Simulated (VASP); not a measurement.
Write the native input for VASP 6.6.1 that does the following.

```
Task                   : single point
Functional             : revPBE
Potentials or basis    : VASP PAW PBE potentials, release 64 (Ta_pv, N)
Cutoff                 : 600 eV
k mesh                 : 10 × 10 × 6
Occupations            : fermi-dirac, width 0.01 eV
Spin                   : collinear spin, ferromagnetic start
Starting moments       : [0.5, 0.5, 0.0] μB
Dipole correction      : no
Further INCAR settings : ALGO = Normal; EDIFF = 1e-06; NBANDS = 24
```

The structure of Ta2N lies in POSCAR:

```
Ta2N
1.0
    3.1128615060      0.0000000000      0.0000000000
   -1.5564307530      2.6958171426      0.0000000000
    0.0000000000      0.0000000000      4.8698410000
Ta N
2 1
Direct
    0.3940930000      0.6444320000      0.2497880000
    0.7045040000      0.3927480000      0.7641490000
   -0.0069480000      0.0100480000     -0.0044600000
```

These files were run (other wordings do the same):

INCAR

```
  ALGO = Normal
  EDIFF = 1E-6
  ENCUT = 600
  GGA = RE
  GGA_COMPAT = False
  ISIF = 2
  ISMEAR = -1
  ISPIN = 2
  LASPH = True
  LCHARG = False
  LMAXMIX = 4
  LORBIT = 11
  LREAL = False
  LWAVE = False
  MAGMOM = 0.5 0.5 0
  NBANDS = 24
  NELM = 200
  PREC = Accurate
  SIGMA = 0.01
```

KPOINTS

```
k-points
0
Gamma
  10 10 6
```

Potentials or basis: VASP PAW PBE potentials, release 64 (Ta_pv, N).

Launch:

```sh
$ cat potpaw_PBE.64/Ta_pv/POTCAR potpaw_PBE.64/N/POTCAR > POTCAR
$ mpirun -np 1 vasp_std > vasp.out
```

Results of the run:

```
Pressure                                              : 11.6 GPa
Largest force                                         : 3.007 eV/Å
Net moment                                            : 0.00 μB per cell
Valence electrons inside the program's atomic spheres : Ta 8.92, 8.96; N 3.80
```

Caveat: the PAW data sets were made with another functional, which shifts forces and pressure a little.

Wall time 26 min on 1 thread of AMD EPYC 7R13, on a shared host, peak memory 0.57 GiB.
